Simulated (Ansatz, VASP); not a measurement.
## Two plane-wave programs on GaBiSe4

```
Ga Bi Se
1.0
     5.62297    0.00000   -0.01669
     0.00000    4.21893    0.00000
    -2.16364    0.00000    7.05812
Ga Bi Se
1 1 4
Direct
  0.00000 0.00000 0.00000
  0.00000 0.50000 0.50000
  0.27951 0.50000 0.92204
  0.72049 0.50000 0.07796
  0.75446 0.00000 0.66371
  0.24554 0.00000 0.33629
```

Alike in both runs: functional PBE; k mesh 6 × 8 × 6; occupations gaussian, width 0.1 eV; no spin polarisation.

Ansatz relaxed the structure, and its values are those at the end. VASP's run is a single point on that final structure, the one shown.

```csv
,VASP,Ansatz
version,VASP 6.6.1,Ansatz 0.2.0
potentials or method,"VASP PAW PBE potentials, release 64 (Ga_d, Bi_d, Se), cutoff 500 eV","scalar-relativistic, plane waves, PAW"
valence electrons in the cell,52,92
```

|  | VASP | Ansatz | Ansatz less VASP |
| --- | --- | --- | --- |
| gap on the k mesh at the Fermi level (eV) | none | none | - |
| pressure (GPa) | 0.0 | 0.0 | -0.06 |
| rms of the force components (eV/Å) | 0.006 | 0.002 | -0.0039 |

A gap of «none» marks a metal or a gap that the smearing closes. VASP's potentials hold 52 valence electrons a cell and Ansatz's 92, so a difference there can come from the potentials and not from the codes.

Spin-orbit coupling is off throughout.
